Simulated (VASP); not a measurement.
The system is MnSb.

```
Sb Mn
1.0
     4.15000    0.00000    0.00000
    -2.07500    3.59401    0.00000
     0.00000    0.00000    5.78000
Sb Mn
2 2
Cartesian
  2.0750 1.1980 4.3350
  0.0000 2.3960 1.4450
  0.0000 0.0000 2.8900
  0.0000 0.0000 0.0000
```

* Program: VASP 6.6.1
* Task: relaxation of cell and atoms
* Functional: BLYP
* Dispersion: D4
* Potentials or basis: VASP PAW PBE potentials, release 64 (Sb, Mn_pv)
* Cutoff: 500 eV
* k mesh: 7 × 7 × 5
* Occupations: fermi-dirac, width 0.05 eV
* Spin: collinear spin, ferromagnetic start
* Starting moments: [0.0, 0.0, 4.0, 4.0] μB

At the start: pressure -4.6 GPa; volume 21.55 Å³/atom.

How do energy, volume and symmetry change on relaxing?

Over 6 steps the energy falls by 27.7 meV/atom and the volume is 19.70 Å³/atom (-8.6 %); space group P6_3/mmc (No. 194, to 0.1 Å) before and after; moment 5.93 μB per cell.

Step by step:
| step | energy change (eV) | largest force (eV/Å) | pressure (GPa) | volume (Å³) |
| --- | --- | --- | --- | --- |
| 1 | 0.0000 | 0.0000 | -4.57 | 86.21 |
| 2 | -0.1105 | 0.0000 | 0.03 | 78.77 |
| 3 | -0.1105 | 0.0000 | 0.01 | 78.80 |
| 4 | -0.1108 | 0.0000 | 0.01 | 78.80 |
| 5 | -0.1109 | 0.0000 | -0.01 | 78.82 |
| 6 | -0.1109 | 0.0000 | 0.00 | 78.81 |

Final structure:
```
Sb Mn
1.0
     4.04151    0.00000    0.00000
    -2.02075    3.50005    0.00000
     0.00000    0.00000    5.57171
Sb Mn
2 2
Direct
  0.66667 0.33333 0.75000
  0.33333 0.66667 0.25000
  0.00000 0.00000 0.50000
  0.00000 0.00000 0.00000
```

Caveat: the PAW data sets were made with another functional, which shifts forces and pressure a little; the run started ferromagnetic, and an antiferromagnetic order may lie lower in energy.
